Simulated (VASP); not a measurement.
# I (Fmmm) in VASP: a series of runs

Aim: see how the results for I move with the level of theory and the settings. Levels: r2SCAN, PBEsol. Tasks: single point.

All numbers are computed with VASP 6.6.1; they aren't measurements. Logs are shortened: lines on timing, memory, paths and dates and some standing lists are left out, and cuts for length are marked.

### 1 The cell of the first run

It takes space group Fmmm (No. 69, orthorhombic). Conventional cell: a = 4.384 Å, b = 4.731 Å, c = 7.820 Å, α = 90.00°, β = 90.00°, γ = 90.00°. Within 4.2 Å of I (site symmetry mmm) lie 4 I at 3.23 Å.

### 2 Single point, r2SCAN

POSCAR reads:

```
I
1.0
    0.0000000000      2.3656004428      3.9098401324
    2.1922454667      0.0000000000      3.9098401324
    2.1922454667      2.3656004428      0.0000000000
I
1
Direct
    0.0000000000      0.0000000000      0.0000000000
```

INCAR.step1 reads:

```
  ALGO = Normal
  EDIFF = 1E-4
  ENCUT = 520
  GGA = PE
  ISMEAR = -1
  LASPH = T
  LCHARG = F
  LREAL = F
  LWAVE = T
  NBANDS = 10
  NELM = 100
  PREC = Accurate
  SIGMA = 0.05
```

INCAR.step2 reads:

```
  ALGO = Normal
  EDIFF = 1E-7
  ENCUT = 520
  ISIF = 2
  ISMEAR = -1
  ISTART = 1
  LASPH = T
  LCHARG = T
  LELF = T
  LMIXTAU = T
  LREAL = F
  LVHAR = T
  LWAVE = F
  METAGGA = R2SCAN
  NBANDS = 10
  NELM = 100
  PREC = Accurate
  SIGMA = 0.05
```

KPOINTS reads:

```
k-points
0
Gamma
  9 9 9
```

Potentials or basis: VASP PAW PBE potentials, release 64 (I).

The run is started by

```console
> cat potpaw_PBE.64/I/POTCAR > POTCAR
> cp INCAR.step1 INCAR
> mpirun -np 1 vasp_std > vasp.out
> cp INCAR.step2 INCAR
> mpirun -np 1 vasp_std > vasp.out
```

OUTCAR:

```text
EDIFF = 1E-7
   ENCUT = 520
   ISIF = 2
   ISMEAR = -1
   ISTART = 1
   LASPH = T
   LREAL = F
   METAGGA = R2SCAN
   NELM = 100
   PREC = Accurate

 ion  position               nearest neighbor table
   1  0.000  0.000  0.000-

  LATTYP: Found a face centered orthorhombic cell.
 ALAT       =     4.3844909334
 B/A-ratio  =     1.0790764441
 C/A-ratio  =     1.7834864717

  Lattice vectors:

 A1 = (   0.0000000000,   2.3656004428,   3.9098401324)
 A2 = (   2.1922454667,   0.0000000000,   3.9098401324)
 A3 = (   2.1922454667,   2.3656004428,   0.0000000000)

Analysis of symmetry for initial positions (statically):
=====================================================================
 Subroutine PRICEL returns:
 Original cell was already a primitive cell.

 Routine SETGRP: Setting up the symmetry group for a
 face centered orthorhombic supercell.

 Subroutine GETGRP returns: Found  8 space group operations
 (whereof  8 operations were pure point group operations)
 out of a pool of  8 trial point group operations.

The static configuration has the point symmetry D_2h.

Analysis of symmetry for dynamics (positions and initial velocities):
=====================================================================
 Subroutine PRICEL returns:
 Original cell was already a primitive cell.

 Routine SETGRP: Setting up the symmetry group for a
 face centered orthorhombic supercell.

 Subroutine GETGRP returns: Found  8 space group operations
 (whereof  8 operations were pure point group operations)
 out of a pool of  8 trial point group operations.

The dynamic configuration has the point symmetry D_2h.

 Subroutine INISYM returns: Found  8 space group operations
 (whereof  8 operations are pure point group operations),
 and found     1 'primitive' translations

----------------------------------------------------------------------------------------

                                     Primitive cell

  volume of cell :      40.5527

  direct lattice vectors                    reciprocal lattice vectors
     0.000000000  2.365600443  3.909840132    -0.228076649  0.211362828  0.127882467
     2.192245467  0.000000000  3.909840132     0.228076649 -0.211362828  0.127882467
     2.192245467  2.365600443  0.000000000     0.228076649  0.211362828 -0.127882467

  length of vectors
     4.569782852  4.482498193  3.225214046     0.336224818  0.336224818  0.336224818

  position of ions in fractional coordinates (direct lattice)
     0.000000000  0.000000000  0.000000000

  ion indices of the primitive-cell ions
   primitive index   ion index
                 1           1

----------------------------------------------------------------------------------------

 KPOINTS: k-points

Automatic generation of k-mesh.
 Grid dimensions read from file:
 generate k-points for:    9    9    9

 Generating k-lattice:

  Cartesian coordinates                     Fractional coordinates (reciprocal lattice)
    -0.025341850  0.023484759  0.014209163     0.111111111  0.000000000  0.000000000
     0.025341850 -0.023484759  0.014209163     0.000000000  0.111111111  0.000000000
     0.025341850  0.023484759 -0.014209163     0.000000000  0.000000000  0.111111111

  Length of vectors
     0.037358313  0.037358313  0.037358313

  Shift w.r.t. Gamma in fractional coordinates (k-lattice)
     0.000000000  0.000000000  0.000000000

 Subroutine IBZKPT returns following result:
 ===========================================

 Found    125 irreducible k-points:

 Following reciprocal coordinates:
            Coordinates               Weight
  0.000000  0.000000  0.000000      1.000000
  0.111111  0.000000  0.000000      8.000000
  0.222222  0.000000  0.000000      8.000000
  0.333333  0.000000  0.000000      8.000000
  0.444444  0.000000  0.000000      8.000000
  0.111111  0.111111  0.000000      2.000000
[... 16 lines left out ...]
 -0.333333  0.333333 -0.000000      4.000000
  0.444444  0.444444  0.000000      2.000000
 [... further k-points ...]
   k-points           NKPTS =    125   k-points in BZ     NKDIM =    125   number of bands    NBANDS=     10
   number of dos      NEDOS =    301   number of ions     NIONS =      1
   total plane-waves  NPLWV =  31104
   dimension x,y,z NGX =    36 NGY =   36 NGZ =   24
   dimension x,y,z NGXF=    72 NGYF=   72 NGZF=   48
   ions per type =               1
   NGX,Y,Z   is equivalent  to a cutoff of  13.10, 13.35, 12.37 a.u.
   NGXF,Y,Z  is equivalent  to a cutoff of  26.19, 26.70, 24.74 a.u.
 SYSTEM =  unknown system
   PREC   = accura    normal or accurate (medium, high low for compatibility)
   ISTART =      1    job   : 0-new  1-cont  2-samecut
   ICHARG =      0    charge: 1-file 2-atom 10-const
   ISPIN  =      1    spin polarized calculation?
   LNONCOLLINEAR =      F non collinear calculations
   LSORBIT =      F    spin-orbit coupling
   LASPH  =      T    aspherical Exc in radial PAW
   ENCUT  =  520.0 eV  38.22 Ry    6.18 a.u.   8.50  8.33  6.00*2*pi/ulx,y,z
   NELM   =    100;   NELMIN=  2; NELMDL=  0     # of ELM steps
   EDIFF  = 0.1E-06   stopping-criterion for ELM
   LREAL  =      F    real-space projection
   EDIFFG = 0.1E-05   stopping-criterion for IOM
   NSW    =      0    number of steps for IOM
   IBRION =     -1    ionic relax: 0-MD 1-quasi-New 2-CG
   NFREE  =      0    steps in history (QN), initial steepest desc. (CG)
   ISIF   =      2    stress and relaxation
   ISYM   =      2    0-nonsym 1-usesym 2-fastsym
   POTIM  = 0.5000    time-step for ionic-motion
   TEBEG  =    0.0;   TEEND  =   0.0 temperature during run
   PSTRESS=    0.0 pullay stress
   NELECT =       7.0000    total number of electrons
   NUPDOWN=      -1.0000    fix difference up-down
   EMIN   =  10.00;   EMAX   =-10.00  energy-range for DOS
   EFERMI =   0.00;   METHOD = LEGACY
   ISMEAR =    -1;   SIGMA  =   0.05  broadening in eV -4-tet -1-fermi 0-gaus
   EFERMI_NEDOS =   21; number of points for ismear=-14 and -15
   IALGO  =     38    algorithm
   IMIX   =      4    mixing-type and parameters
     AMIX     =   0.40;   BMIX     =  1.00
     AMIX_MAG =   1.60;   BMIX_MAG =  1.00
  volume/ion in A,a.u.               =      40.55       273.66
  Fermi-wavevector in a.u.,A,eV,Ry     =   0.911523  1.722529 11.304731  0.830874
  Thomas-Fermi vector in A             =   2.035812
   LORBIT       =      0    0 simple, 1 ext, 2 COOP (PROOUT), +10 PAW based schemes
   METAGGA = R2SCAN    functional components
   LHFCALC =     F    Hartree Fock is set to
   AEXX    =    0.0000 exact exchange contribution
   IVDW    =     0    specifies the selected vdW correction
   LEPSILON=     F    determine dielectric tensor
   LRPA    =     F    only Hartree local field effects (RPA)
 non-spin polarized calculation
  energy-cutoff  :      520.00
  volume of cell :       40.55
 maximum number of plane-waves:      1109
 NGX is ok and might be reduce to    36
   NGX = 17   NGY = 17   NGZ = 11

 number of electron       7.0000000 magnetization

 Free energy of the ion-electron system (eV)
  ---------------------------------------------------
  ext. energy  EPLUGINS =         0.00000000
  ---------------------------------------------------
  free energy    TOTEN  =       -24.40162844 eV

  energy without entropy =      -24.39708197  energy(sigma->0) =      -24.39935521

 E-fermi :   3.3208     XC(G=0):  -8.6746

 val. band max:        3.3191542514   @ k =   0.4444   0.3333   0.1111
 cond. band min:       3.3499412731   @ k =  -0.1111   0.1111   0.1111
 fundamental gap:      0.0307870217
 Fermi energy:         3.3208269689

 k-point     1 :       0.0000    0.0000    0.0000
  band No.  band energies     occupation
      1     -11.1398      2.00000
      2       1.1920      2.00000
      3       4.1013      0.00000
      4       4.4115      0.00000
      5       8.2925      0.00000
      6      11.1876      0.00000
      7      12.2105      0.00000
      8      16.0123      0.00000
      9      16.3319      0.00000
     10      16.4495      0.00000

 k-point     2 :       0.1111    0.0000    0.0000
  band No.  band energies     occupation
      1     -10.9999      2.00000
      2       1.1922      2.00000
      3       3.1049      1.97372
      4       4.3568      0.00000
      5       8.6469      0.00000
      6      11.6592      0.00000
      7      13.2235      0.00000
      8      13.8366      0.00000
      9      16.3367      0.00000
     10      17.2031      0.00000

 k-point     3 :       0.2222    0.0000    0.0000
  band No.  band energies     occupation
      1     -10.6084      2.00000
      2       0.9241      2.00000
      3       1.3355      2.00000
      4       4.5751      0.00000
      5       9.3853      0.00000
      6      11.9122      0.00000
      7      12.1204      0.00000
      8      15.9927      0.00000
      9      16.7992      0.00000
     10      17.6457      0.00000

 k-point     4 :       0.3333    0.0000    0.0000
  band No.  band energies     occupation
      1     -10.0732      2.00000
      2      -0.8720      2.00000
      3       1.3351      2.00000
      4       4.8610      0.00000
      5       9.1944      0.00000
      6      12.1971      0.00000
      7      12.5785      0.00000
      8      16.0743      0.00000
      9      17.6137      0.00000
     10      18.2941      0.00000

 k-point     5 :       0.4444    0.0000    0.0000
  band No.  band energies     occupation
      1      -9.6418      2.00000
      2      -2.0080      2.00000
      3       1.4066      2.00000
      4       5.0672      0.00000
      5       8.5558      0.00000
      6      12.9244      0.00000
      7      14.0211      0.00000
      8      15.7444      0.00000
      9      16.8178      0.00000
     10      17.2044      0.00000

 k-point     6 :       0.1111    0.1111    0.0000
  band No.  band energies     occupation
      1     -11.1108      2.00000
      2       0.8532      2.00000
      3       4.0725      0.00000
      4       4.3855      0.00000
      5       8.9152      0.00000
      6      11.1152      0.00000
      7      12.0533      0.00000
      8      16.2387      0.00000
      9      16.5470      0.00000
     10      16.8229      0.00000
[... 183 lines left out ...]
 k-point    21 :       0.4444    0.3333    0.0000
  band No.  band energies     occupation
      1     -10.7827      2.00000
      2      -0.6265      2.00000
      3       2.8984      1.99957
      4       4.1731      0.00000
      5      11.1101      0.00000
      6      12.4111      0.00000
      7      13.3427      0.00000
      8      16.9647      0.00000
      9      18.5602      0.00000
     10      19.3280      0.00000

 k-point    22 :      -0.4444    0.3333   -0.0000
  band No.  band energies     occupation
      1     -10.4087      2.00000
      2      -0.3504      2.00000
      3       0.8393      2.00000
      4       4.4139      0.00000
      5      11.5243      0.00000
      6      12.5773      0.00000
      7      14.9209      0.00000
      8      17.2879      0.00000
      9      17.8073      0.00000
     10      18.1921      0.00000

 k-point    23 :      -0.3333    0.3333   -0.0000
  band No.  band energies     occupation
      1      -9.9374      2.00000
      2      -0.9734      2.00000
      3       0.2521      2.00000
      4       4.7585      0.00000
      5      11.1409      0.00000
      6      12.1271      0.00000
      7      14.3955      0.00000
      8      16.3784      0.00000
      9      18.3888      0.00000
     10      18.7547      0.00000

 k-point    24 :       0.4444    0.4444    0.0000
  band No.  band energies     occupation
      1     -10.8857      2.00000
      2      -0.9178      2.00000
      3       3.8734      0.00003
      4       4.2045      0.00000
      5      10.6721      0.00000
      6      11.2423      0.00000
      7      14.3907      0.00000
      8      18.8821      0.00000
      9      18.8961      0.00000
     10      19.0866      0.00000

 [... further k-points ...]
[... 5 lines left out ...]
  --------------------------------------------------------------------------------------
  -------------------------------------------------------------------------------------
  Total       -0.0219820     -0.0139304      0.0047325     -0.0000000      0.0000000      0.0000000
  in kB       -0.8684772     -0.5503687      0.1869735     -0.0000000      0.0000000      0.0000000
  external PRESSURE =      -0.4106241 kB  Pullay stress =       0.0000000 kB

 VOLUME and BASIS-vectors are now :
 -----------------------------------------------------------------------------
  energy-cutoff  :      520.00
  volume of cell :       40.55
      direct lattice vectors                 reciprocal lattice vectors
     0.000000000  2.365600443  3.909840132    -0.228076649  0.211362828  0.127882467
     2.192245467  0.000000000  3.909840132     0.228076649 -0.211362828  0.127882467
     2.192245467  2.365600443  0.000000000     0.228076649  0.211362828 -0.127882467

 POSITION                                       TOTAL-FORCE (eV/Angst)
 -----------------------------------------------------------------------------------
      0.00000      0.00000      0.00000         0.000000      0.000000     -0.000000
 -----------------------------------------------------------------------------------
    total drift:                                0.000000      0.000000      0.000000

  FREE ENERGIE OF THE ION-ELECTRON SYSTEM (eV)
  ---------------------------------------------------
  free  energy   TOTEN  =       -24.4016284447 eV

  energy  without entropy=      -24.3970819722  energy(sigma->0) =      -24.39935521
```

It took 84 s on 1 thread of Intel Xeon 6975P-C (Granite Rapids), shared host; peak memory 0.2 GiB.

Results:

| Quantity | Value |
| --- | --- |
| Free energy | -24.4016 eV |
| Pressure | 0.0 GPa |

Stress tensor (GPa, compression positive):
```
-0.09  0.00  0.00
 0.00 -0.06  0.00
 0.00  0.00  0.02
```

Levels at points of the mesh, in eV from the Fermi level:
```csv
k point,band 1,band 2,band 3,band 4,band 5,band 6,band 7,band 8,band 9
"(0.00, 0.00, 0.00)",-14.46,-2.13,0.78,1.09,4.97,7.87,8.89,12.69,13.01
```

Caveat: the PAW data sets were made with another functional, which shifts forces and pressure a little; spin-orbit coupling is left out, which moves the levels of the heavy elements; an odd number of electrons without spin polarisation forces a metal; a magnetic or distorted state may lie lower.

### 3 Single point, PBEsol

INCAR reads:

```
ALGO     = Normal         # electronic algorithm
EDIFF    = 1E-6           # SCF threshold, eV
ENCUT    = 520            # plane-wave cutoff, eV
GGA      = PS             # functional
ISIF     = 2              # what is computed and relaxed
ISMEAR   = -1             # smearing method
LASPH    = True           # aspherical terms in the spheres
LCHARG   = False          # write CHGCAR
LREAL    = False          # projectors in reciprocal space
LWAVE    = False          # write WAVECAR
NBANDS   = 10             # bands
NELM     = 100            # most SCF steps
PREC     = Accurate       # precision mode
SIGMA    = 0.03           # smearing width, eV
```

KPOINTS reads:

```
k-points
0
Gamma
  5 5 5
```

POSCAR is that of step 2.

Potentials or basis: VASP PAW PBE potentials, release 64 (I).

The run is started by

```console
> cat potpaw_PBE.64/I/POTCAR > POTCAR
> mpirun -np 1 vasp_std > vasp.out
```

Wall time 7 s (1 thread of Intel Xeon Platinum 8488C (Sapphire Rapids), shared host); peak memory 0.17 GiB.

Results (log left out):

```
Free energy : -1.6818 eV
Pressure    : -1.5 GPa
```

Stress tensor (GPa, compression positive):
```
-2.59  0.00  0.00
 0.00 -1.47  0.00
 0.00  0.00 -0.41
```

Levels at points of the mesh, in eV from the Fermi level:
```
           k point  band 2  band 3  band 4  band 5  band 6  band 7
(0.00, 0.00, 0.00)   -1.21    1.52    1.81    5.09    8.23    8.84
```

Caveat: the k points lie up to 0.42 Å⁻¹ apart; the PAW data sets were made with another functional, which shifts forces and pressure a little; spin-orbit coupling is left out, which moves the levels of the heavy elements; an odd number of electrons without spin polarisation forces a metal; a magnetic or distorted state may lie lower.
